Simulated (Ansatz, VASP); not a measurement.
## InSe2: VASP beside Ansatz

Contents of INCAR:

```
  PREC = Accurate
  ENCUT = 520
  EDIFF = 1E-6
  ISMEAR = 0
  SIGMA = 0.01
  LREAL = False
  LASPH = True
  NELM = 60
  ALGO = Normal
  ISIF = 2
  LWAVE = False
  LCHARG = False
  GGA = PS
  NBANDS = 34
```

Contents of KPOINTS:

```
Automatic mesh
0
Gamma
  5 5 2
```

The input POSCAR:

```
InSe2
1.0
    3.8948930000      0.0000000000      0.0000000000
    0.0000000000      3.8948930000      0.0000000000
    0.0000000000      0.0000000000      9.6262310000
In Se
2 4
Direct
    0.0000000000      0.5000000000      0.7064680000
    0.5000000000      0.0000000000      0.2935320000
    0.0000000000      0.5000000000      0.3662120000
    0.5000000000      0.0000000000      0.6337880000
    0.0000000000      0.0000000000      0.0000000000
    0.5000000000      0.5000000000      0.0000000000
```

Input for Ansatz:

```yaml
crystal:
  lattice:
    - [3.894893, 0.0, 0.0]
    - [0.0, 3.894893, 0.0]
    - [0.0, 0.0, 9.626231]
  atoms:
    - { symbol: In, position: [0.0, 0.5, 0.706468] }
    - { symbol: In, position: [0.5, 0.0, 0.293532] }
    - { symbol: Se, position: [0.0, 0.5, 0.366212] }
    - { symbol: Se, position: [0.5, 0.0, 0.633788] }
    - { symbol: Se, position: [0.0, 0.0, 0.0] }
    - { symbol: Se, position: [0.5, 0.5, 0.0] }
basis:
  ecutwfc: 420
kpoints:
  mp_grid: { grid: [5, 5, 2] }
hamiltonian:
  xc: pbesol
scf:
  occupations: { method: gaussian, width: 0.01 }
output:
  forces: true
  stress: true
  eigenvalues: true
```

Alike in both runs: task single point; functional PBEsol; k mesh 5 × 5 × 2; occupations gaussian, width 0.01 eV; no spin polarisation.

```csv
,VASP,Ansatz
version,VASP 6.6.1,Ansatz 0.2.0
potentials or method,"VASP PAW PBE potentials, release 64 (In_d, Se), cutoff 520 eV","scalar-relativistic, plane waves, PAW"
valence electrons in the cell,50,90
```

|  | VASP | Ansatz | Ansatz less VASP |
| --- | --- | --- | --- |
| gap on the k mesh at the Fermi level (eV) | none | none | - |
| pressure (GPa) | -3.5 | -3.6 | -0.05 |
| traceless stress, the component that is largest in VASP (GPa) | 0.85 | 0.90 | +0.047 |
| rms of the force components (eV/Å) | 0.039 | 0.039 | -0.0002 |

VASP's potentials were made for PBE, not for PBEsol. Atom by atom the forces differ by 0.001 eV/Å (rms over components). A gap of «none» marks a metal or a gap that the smearing closes. With one functional, cell and mesh, what is left measures potentials, basis and numerics. VASP's potentials hold 50 valence electrons a cell and Ansatz's 90, so a difference there can come from the potentials and not from the codes.
